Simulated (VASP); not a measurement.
Ge, 4 atoms in the cell. Symmetry: P6_3/mmc, No. 194, hexagonal system. The conventional cell has a = 3.997 Å, b = 3.997 Å, c = 6.794 Å, α = 90.00°, β = 90.00°, γ = 120.00°. Within 3.3 Å of Ge (site symmetry 3m) lie 4 Ge at 2.47 to 2.52 Å. This isn't the form of Ge at room conditions, which is diamond. This cell differs from its parent crystal: strain along c alone, the other axes held: +3.0 %, then relaxed in part.

- Program: VASP 6.6.1
- Task: single point
- Functional: PBEsol
- Potentials or basis: VASP PAW PBE potentials, release 64 (Ge_d)
- Cutoff: 520 eV
- k mesh: 18 × 18 × 8
- Occupations: gaussian, width 0.1 eV
- Spin: no spin polarisation
- Dipole correction: no
- Further INCAR settings: ALGO = Fast; EDIFF = 1e-07; NBANDS = 36

Potentials or basis: VASP PAW PBE potentials, release 64 (Ge_d).

Run with:

```sh
$ cat potpaw_PBE.64/Ge_d/POTCAR > POTCAR
$ mpirun -np 1 vasp_std > vasp.out
```

Hardware: 1 thread of Oxide Virtual Turin-like Processor, with other jobs on the host.

Question: Estimate the wall time of this run.

Answer: Wall time 8.5 min on 1 thread of Oxide Virtual Turin-like Processor, on a shared host, peak memory 0.49 GiB. Counts: scf iterations 15, k points 185.
